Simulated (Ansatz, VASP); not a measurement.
**WSe2: VASP beside Ansatz**

```
W Se
1.0
     3.27110    0.00000    0.00000
    -1.63555    2.83285    0.00000
     0.00000    0.00000   13.22367
W Se
2 4
Direct
  0.66667 0.33333 0.75000
  0.33333 0.66667 0.25000
  0.33333 0.66667 0.87661
  0.66667 0.33333 0.37661
  0.33333 0.66667 0.62339
  0.66667 0.33333 0.12339
```

Alike in both runs: functional PBEsol; k mesh 12 × 12 × 2; occupations gaussian, width 0.02 eV; no spin polarisation.

Ansatz relaxed the structure, and its values are those at the end. VASP's run is a single point on that final structure, the one shown.

```csv
,VASP,Ansatz
version,VASP 6.6.1,Ansatz 0.2.0
potentials or method,"VASP PAW PBE potentials, release 64 (W_sv, Se), cutoff 520 eV","scalar-relativistic, plane waves, PAW"
valence electrons in the cell,52,92
```

VASP gave:

- gap on the k mesh at the Fermi level (eV): 1.04
- least direct gap on the mesh (eV): 1.59
- pressure (GPa): 0.4
- rms of the force components (eV/Å): 0.028

Question: What did Ansatz give for the same quantities?

Answer: gap on the k mesh at the Fermi level (eV): 1.04; least direct gap on the mesh (eV): 1.60; pressure (GPa): 0.0; rms of the force components (eV/Å): 0.000.

VASP's potentials were made for PBE, not for PBEsol. With one functional, cell and mesh, what is left measures potentials, basis and numerics. VASP's potentials hold 52 valence electrons a cell and Ansatz's 92, so a difference there can come from the potentials and not from the codes.

Spin-orbit coupling is off throughout.
